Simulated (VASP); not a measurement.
# SnSe2 in VASP: single point with PBE+D3(BJ)

Aim: the single point of SnSe2 with PBE+D3(BJ).

Everything below comes from runs of VASP 6.6.1. Logs are shortened: lines on timing, memory, paths and dates and some standing lists are left out, and cuts for length are marked.

## (1) The cell of the first run

The cell holds a sheet with vacuum, 3 atoms: a = 3.824 Å, b = 3.824 Å, c = 30.160 Å, α = 90.00°, β = 90.00°, γ = 120.00°.

## (2) Single point, PBE+D3(BJ)

Contents of INCAR:

```
  PREC = Accurate
  ENCUT = 400
  EDIFF = 1E-6
  ISMEAR = 0
  SIGMA = 0.03
  LREAL = F
  LASPH = T
  NELM = 120
  ALGO = Normal
  ISIF = 2
  LWAVE = F
  LCHARG = F
  LDIPOL = T
  IDIPOL = 3
  DIPOL = 0.5 0.5 0.285
  GGA = PE
  IVDW = 12
  NBANDS = 20
  GGA_COMPAT = F
  NELMDL = -8
```

Contents of KPOINTS:

```
Automatic mesh
0
Gamma
  12 12 1
```

Contents of POSCAR:

```
SnSe2
1.0
    3.8238524634      0.0000000000      0.0000000000
   -1.9119262317      3.3115533736      0.0000000000
    0.0000000000      0.0000000000     30.1599999976
Se Sn
2 1
Direct
    0.3333333333      0.6666666667      0.2317418588
    0.6666666667      0.3333333333      0.3378867885
    0.0000000000      0.0000000000      0.2848143236
```

Potentials or basis: VASP PAW PBE potentials, release 64 (Se, Sn_d).

The run is started by

```console
> cat potpaw_PBE.64/Se/POTCAR potpaw_PBE.64/Sn_d/POTCAR > POTCAR
> mpirun -np 1 vasp_std > vasp.out
```

OUTCAR:

```text
PREC = Accurate
   ENCUT = 400
   EDIFF = 1E-6
   ISMEAR = 0
   LREAL = F
   LASPH = T
   NELM = 120
   ISIF = 2
   GGA = PE
   IVDW = 12
   NELMDL = -8
 IVDW          = 12

 ion  position               nearest neighbor table
   1  0.333  0.667  0.232-   3 2.73   3 2.73   3 2.73
   2  0.667  0.333  0.338-   3 2.73   3 2.73   3 2.73
   3  0.000  0.000  0.285-   1 2.73   1 2.73   1 2.73   2 2.73   2 2.73   2 2.73

  LATTYP: Found a hexagonal cell.
 ALAT       =     3.8238524634
 C/A-ratio  =     7.8873335952

  Lattice vectors:

 A1 = (   3.8238524634,   0.0000000000,   0.0000000000)
 A2 = (  -1.9119262317,   3.3115533736,   0.0000000000)
 A3 = (   0.0000000000,   0.0000000000,  30.1599999976)

Analysis of symmetry for initial positions (statically):
=====================================================================
 Subroutine PRICEL returns:
 Original cell was already a primitive cell.

 Routine SETGRP: Setting up the symmetry group for a
 hexagonal supercell.

 Subroutine GETGRP returns: Found 12 space group operations
 (whereof  6 operations were pure point group operations)
 out of a pool of 24 trial point group operations.

The static configuration has the point symmetry C_3v.
 The point group associated with its full space group is D_3d.

Analysis of symmetry for dynamics (positions and initial velocities):
=====================================================================
 Subroutine PRICEL returns:
 Original cell was already a primitive cell.

 Routine SETGRP: Setting up the symmetry group for a
 hexagonal supercell.

 Subroutine GETGRP returns: Found 12 space group operations
 (whereof  6 operations were pure point group operations)
 out of a pool of 24 trial point group operations.

The dynamic configuration has the point symmetry C_3v.
 The point group associated with its full space group is D_3d.

 Subroutine INISYM returns: Found 12 space group operations
 (whereof  6 operations are pure point group operations),
 and found     1 'primitive' translations

----------------------------------------------------------------------------------------

                                     Primitive cell

  volume of cell :     381.9128

  direct lattice vectors                    reciprocal lattice vectors
     3.823852463  0.000000000  0.000000000     0.261516366  0.150986544  0.000000000
    -1.911926232  3.311553374  0.000000000     0.000000000  0.301973089  0.000000000
     0.000000000  0.000000000 30.159999998     0.000000000  0.000000000  0.033156499

  length of vectors
     3.823852463  3.823852463 30.159999998     0.301973089  0.301973089  0.033156499

  position of ions in fractional coordinates (direct lattice)
     0.333333333  0.666666667  0.231741859
     0.666666667  0.333333333  0.337886789
     0.000000000  0.000000000  0.284814324

  ion indices of the primitive-cell ions
   primitive index   ion index
                 1           1
                 2           2
                 3           3

----------------------------------------------------------------------------------------

 KPOINTS: Automatic mesh

Automatic generation of k-mesh.
 Grid dimensions read from file:
 generate k-points for:   12   12    1

 Generating k-lattice:

  Cartesian coordinates                     Fractional coordinates (reciprocal lattice)
     0.021793030  0.012582212  0.000000000     0.083333333  0.000000000  0.000000000
     0.000000000  0.025164424  0.000000000     0.000000000  0.083333333  0.000000000
     0.000000000  0.000000000  0.033156499     0.000000000  0.000000000  1.000000000

  Length of vectors
     0.025164424  0.025164424  0.033156499

  Shift w.r.t. Gamma in fractional coordinates (k-lattice)
     0.000000000  0.000000000  0.000000000

 Subroutine IBZKPT returns following result:
 ===========================================

 Found     19 irreducible k-points:

 Following reciprocal coordinates:
            Coordinates               Weight
  0.000000  0.000000  0.000000      1.000000
  0.083333  0.000000  0.000000      6.000000
  0.166667  0.000000  0.000000      6.000000
  0.250000  0.000000  0.000000      6.000000
  0.333333  0.000000  0.000000      6.000000
  0.416667  0.000000  0.000000      6.000000
[... 11 lines left out ...]
  0.333333  0.250000  0.000000     12.000000
  0.333333  0.333333  0.000000      2.000000
   k-points           NKPTS =     19   k-points in BZ     NKDIM =     19   number of bands    NBANDS=     20
   number of dos      NEDOS =    301   number of ions     NIONS =      3
   total plane-waves  NPLWV = 156800
   dimension x,y,z NGX =    28 NGY =   28 NGZ =  200
   dimension x,y,z NGXF=    56 NGYF=   56 NGZF=  400
   ions per type =               2   1
   NGX,Y,Z   is equivalent  to a cutoff of  12.17, 12.17, 11.02 a.u.
   NGXF,Y,Z  is equivalent  to a cutoff of  24.35, 24.35, 22.05 a.u.
 SYSTEM =  unknown system
   PREC   = accura    normal or accurate (medium, high low for compatibility)
   ISTART =      0    job   : 0-new  1-cont  2-samecut
   ICHARG =      2    charge: 1-file 2-atom 10-const
   ISPIN  =      1    spin polarized calculation?
   LNONCOLLINEAR =      F non collinear calculations
   LSORBIT =      F    spin-orbit coupling
   LASPH  =      T    aspherical Exc in radial PAW
   ENCUT  =  400.0 eV  29.40 Ry    5.42 a.u.   6.24  6.24 49.18*2*pi/ulx,y,z
   NELM   =    120;   NELMIN=  2; NELMDL= -8     # of ELM steps
   EDIFF  = 0.1E-05   stopping-criterion for ELM
   LREAL  =      F    real-space projection
   EDIFFG = 0.1E-04   stopping-criterion for IOM
   NSW    =      0    number of steps for IOM
   IBRION =     -1    ionic relax: 0-MD 1-quasi-New 2-CG
   NFREE  =      0    steps in history (QN), initial steepest desc. (CG)
   ISIF   =      2    stress and relaxation
   ISYM   =      2    0-nonsym 1-usesym 2-fastsym
   POTIM  = 0.5000    time-step for ionic-motion
   TEBEG  =    0.0;   TEEND  =   0.0 temperature during run
   PSTRESS=    0.0 pullay stress
   NELECT =      26.0000    total number of electrons
   NUPDOWN=      -1.0000    fix difference up-down
   EMIN   =  10.00;   EMAX   =-10.00  energy-range for DOS
   EFERMI =   0.00;   METHOD = LEGACY
   ISMEAR =     0;   SIGMA  =   0.03  broadening in eV -4-tet -1-fermi 0-gaus
   EFERMI_NEDOS =   21; number of points for ismear=-14 and -15
   IALGO  =     38    algorithm
   IMIX   =      4    mixing-type and parameters
     AMIX     =   0.40;   BMIX     =  1.00
     AMIX_MAG =   1.60;   BMIX_MAG =  1.00
  volume/ion in A,a.u.               =     127.30       859.09
  Fermi-wavevector in a.u.,A,eV,Ry     =   0.668464  1.263213  6.079679  0.446844
  Thomas-Fermi vector in A             =   1.743383
   LORBIT       =      0    0 simple, 1 ext, 2 COOP (PROOUT), +10 PAW based schemes
   GGA     = PE    functional components
   LHFCALC =     F    Hartree Fock is set to
   AEXX    =    0.0000 exact exchange contribution
   IVDW    =    12    specifies the selected vdW correction
   LEPSILON=     F    determine dielectric tensor
   LRPA    =     F    only Hartree local field effects (RPA)
 non-spin polarized calculation
 Gauss-broadening in eV      SIGMA  =   0.03
  energy-cutoff  :      400.00
  volume of cell :      381.91
 maximum number of plane-waves:      6975
 NGX is ok and might be reduce to    28
   NGX = 13   NGY = 13   NGZ = 99

 dipolmoment           0.000000      0.000000     -0.000005 electrons x Angstroem

 number of electron      26.0000010 magnetization

 dipolmoment           0.000000      0.000000      0.000005 electrons x Angstroem

 Free energy of the ion-electron system (eV)
  ---------------------------------------------------
  ext. energy  EPLUGINS =         0.00000000
  ---------------------------------------------------
  free energy    TOTEN  =       -11.85428182 eV

  energy without entropy =      -11.85428182  energy(sigma->0) =      -11.85428182

 E-fermi :  -3.7723     XC(G=0):  -2.2934

 val. band max:       -3.9389950200   @ k =   0.0833   0.0000   0.0000
 cond. band min:      -3.1643415527   @ k =   0.5000   0.0000   0.0000
 fundamental gap:      0.7746534673
 Fermi energy:        -3.7723090641

 k-point     1 :       0.0000    0.0000    0.0000
  band No.  band energies     occupation
      1     -25.0968      2.00000
      2     -25.0968      2.00000
      3     -25.0573      2.00000
      4     -25.0479      2.00000
      5     -25.0479      2.00000
      6     -17.4425      2.00000
[... 12 lines left out ...]
     19       1.6659      0.00000
     20       2.1079      0.00000

 k-point     2 :       0.0833    0.0000    0.0000
  band No.  band energies     occupation
      1     -25.0993      2.00000
      2     -25.0941      2.00000
      3     -25.0555      2.00000
      4     -25.0499      2.00000
      5     -25.0479      2.00000
      6     -17.3762      2.00000
[... 12 lines left out ...]
     19       1.8273      0.00000
     20       2.2158      0.00000

 k-point     3 :       0.1667    0.0000    0.0000
  band No.  band energies     occupation
      1     -25.1067      2.00000
      2     -25.0872      2.00000
      3     -25.0556      2.00000
      4     -25.0493      2.00000
      5     -25.0473      2.00000
      6     -17.1820      2.00000
[... 12 lines left out ...]
     19       2.2240      0.00000
     20       2.5242      0.00000

 k-point     4 :       0.2500    0.0000    0.0000
  band No.  band energies     occupation
      1     -25.1182      2.00000
      2     -25.0795      2.00000
      3     -25.0615      2.00000
      4     -25.0448      2.00000
      5     -25.0414      2.00000
      6     -16.8774      2.00000
[... 314 lines left out ...]
 k-point    18 :       0.3333    0.2500    0.0000
  band No.  band energies     occupation
      1     -25.1207      2.00000
      2     -25.0949      2.00000
      3     -25.0577      2.00000
      4     -25.0440      2.00000
      5     -25.0265      2.00000
      6     -15.7471      2.00000
[... 12 lines left out ...]
     19       4.5188      0.00000
     20       4.6412      0.00000

 k-point    19 :       0.3333    0.3333    0.0000
  band No.  band energies     occupation
      1     -25.1082      2.00000
      2     -25.1082      2.00000
      3     -25.0501      2.00000
      4     -25.0501      2.00000
      5     -25.0274      2.00000
      6     -15.5690      2.00000
[... 12 lines left out ...]
     19       4.7886      0.00000
     20       4.7888      0.00000

------------------------ aborting loop because EDIFF is reached ----------------------------------------

 vacuum level on the upper side and lower side of the slab       (xc-potential included)        -0.005        -0.005

 Edisp (eV)   -0.75758

 E8    (eV) :    -0.3537

  FORCE on cell =-STRESS in cart. coord.  units (eV):
  Direction    XX          YY          ZZ          XY          YZ          ZX
  --------------------------------------------------------------------------------------
  -------------------------------------------------------------------------------------
  Total       0.01559     0.01559     0.01968     0.00000    -0.00000     0.00000
  in kB       0.06541     0.06541     0.08256     0.00000    -0.00000     0.00000
  external pressure =        0.07 kB  Pullay stress =        0.00 kB

 VOLUME and BASIS-vectors are now :
 -----------------------------------------------------------------------------
  energy-cutoff  :      400.00
  volume of cell :      381.91
      direct lattice vectors                 reciprocal lattice vectors
     3.823852463  0.000000000  0.000000000     0.261516366  0.150986544  0.000000000
    -1.911926232  3.311553374  0.000000000     0.000000000  0.301973089  0.000000000
     0.000000000  0.000000000 30.159999998     0.000000000  0.000000000  0.033156499

 POSITION                                       TOTAL-FORCE (eV/Angst)
 -----------------------------------------------------------------------------------
     -0.00000      2.20770      6.98933        -0.000000      0.000000     -0.014954
      1.91193      1.10385     10.19067         0.000000      0.000000      0.014954
      0.00000      0.00000      8.59000        -0.000000      0.000000      0.000000
 -----------------------------------------------------------------------------------
    total drift:                                0.000000      0.000000      0.000169

  FREE ENERGIE OF THE ION-ELECTRON SYSTEM (eV)
  ---------------------------------------------------
  free  energy   TOTEN  =       -12.6118626701 eV

  energy  without entropy=      -12.6118626701  energy(sigma->0) =      -12.61186267

 vacuum level on the upper side and lower side of the slab         2.027         2.027
```

It took 3.1 min on 1 thread of Intel Xeon Platinum 8375C at 2.90GHz (Ice Lake), shared host; peak memory 0.41 GiB.

What came out:

| Property | Result |
| --- | --- |
| Free energy | -12.6119 eV |
| Largest force | 0.015 eV/Å |
| Band gap on the k mesh | 0.77 eV (least direct gap 1.11 eV) |
| Dispersion energy per atom | -0.253 eV |

Forces on the atoms (eV/Å):
```
Se   0.000  0.000 -0.015
Se   0.000  0.000  0.015
Sn   0.000  0.000  0.000
```

Levels at points of the mesh, in eV from the valence-band top:
```
           k point  band 10  band 11  band 12  band 13  band 14  band 15  band 16  band 17
(0.00, 0.00, 0.00)    -0.45    -0.45    -0.06    -0.06     1.60     3.13     4.63     4.63
(0.50, 0.00, 0.00)    -2.33    -2.19    -0.75    -0.34     0.77     4.08     5.34     5.61
```

Caveat: spin-orbit coupling is left out, which moves the levels of the heavy elements.
